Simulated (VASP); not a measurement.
## Pb: single point with PBE

Pb:

```xyz
1
Lattice="-1.9797 1.9797 1.9797 1.9797 -1.9797 1.9797 1.9797 1.9797 -1.9797" Properties=species:S:1:pos:R:3 pbc="T T T"
Pb    0.0000    0.0000    0.0000
```

```json
{
 "Program": "VASP 6.6.1",
 "Task": "single point",
 "Functional": "PBE",
 "Potentials or basis": "VASP PAW PBE potentials, release 64 (Pb_d)",
 "Cutoff": "520 eV",
 "k mesh": "9 × 9 × 9",
 "Occupations": "gaussian, width 0.016 eV",
 "Spin": "no spin polarisation",
 "Dipole correction": "no",
 "Further INCAR settings": "ALGO = Normal; EDIFF = 1e-06; NBANDS = 13"
}
```

| Item | Value |
| --- | --- |
| Pressure | 0.6 GPa |
| Band gap on the k mesh | zero (band 7 reaches 14.46 eV, above the bottom of band 8 at 5.02 eV) |

Levels at points of the mesh, in eV from the Fermi level:
| k point | band 3 | band 4 | band 5 | band 6 | band 7 | band 8 | band 9 | band 10 | band 11 | band 12 |
| --- | --- | --- | --- | --- | --- | --- | --- | --- | --- | --- |
| (0.00, 0.00, 0.00) | -17.26 | -17.03 | -17.03 | -11.74 | 7.31 | 7.31 | 7.31 | 10.95 | 10.95 | 10.95 |

Run time: 6.9 s on 1 thread of Intel Xeon 6975P-C, with other jobs on the host, peak memory 0.16 GiB.

Caveat: spin-orbit coupling is left out, which moves the levels of the heavy elements.
